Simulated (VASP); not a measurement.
Wanted: the native input for a VASP 6.6.1 run.

```
Task                   : single point
Functional             : PBE
Dispersion             : D3(BJ)
Potentials or basis    : VASP PAW PBE potentials, release 64 (Te, Mo_sv)
Cutoff                 : 500 eV
k mesh                 : 6 × 6 × 1
Occupations            : gaussian, width 0.1 eV
Spin                   : no spin polarisation
Hubbard terms          : Mo d U = 3.5 eV
Dipole correction      : no
Further INCAR settings : ALGO = Normal; EDIFF = 1e-06; NBANDS = 20
```

The structure of Te2Mo lies in POSCAR:

```
Te2Mo
1.0
    3.5602328140      0.0000000000      0.0000000000
   -1.7801164070      3.0832520603      0.0000000000
    0.0000000000      0.0000000000     17.5240578200
Te Mo
2 1
Direct
    0.3333333333      0.6666666667      0.8978554500
    0.3333333333      0.6666666667      0.1021445500
    0.0000000000      0.0000000000      0.0000000000
```

One way to write it, as run:

INCAR

```
SYSTEM = Te2Mo
  ALGO = Normal
  EDIFF = 1E-6
  ENCUT = 500
  GGA = PE
  GGA_COMPAT = .False.
  ISIF = 2
  ISMEAR = 0
  IVDW = 12
  LASPH = .True.
  LCHARG = .True.
  LDAU = .True.
  LDAUJ = 0 0
  LDAUL = -1 2
  LDAUPRINT = 1
  LDAUTYPE = 2
  LDAUU = 0 3.5
  LELF = .True.
  LMAXMIX = 4
  LREAL = .False.
  LVHAR = .True.
  LWAVE = .False.
  NBANDS = 20
  NELM = 200
  PREC = Accurate
  SIGMA = 0.1
```

KPOINTS

```
k-points
0
Gamma
  6 6 1
  0 0 0
```

Potentials or basis: VASP PAW PBE potentials, release 64 (Te, Mo_sv).

The run is started by

```bash
$ cat potpaw_PBE.64/Te/POTCAR potpaw_PBE.64/Mo_sv/POTCAR > POTCAR
$ mpirun -np 1 vasp_std > vasp.out
```

Results of the run:

| Property | Result |
| --- | --- |
| Largest force | 0.282 eV/Å |
| Band gap on the k mesh | 1.05 eV, direct |
| Dispersion energy per atom | -0.392 eV |

Caveat: three body term missing; spin-orbit coupling is left out, which moves the levels of the heavy elements; the U is typed as a test and isn't derived for this compound.

It took 31 s on 1 thread of AMD EPYC 9R45 96-Core Processor (Zen 5), with other jobs on the host, peak memory 0.27 GiB.
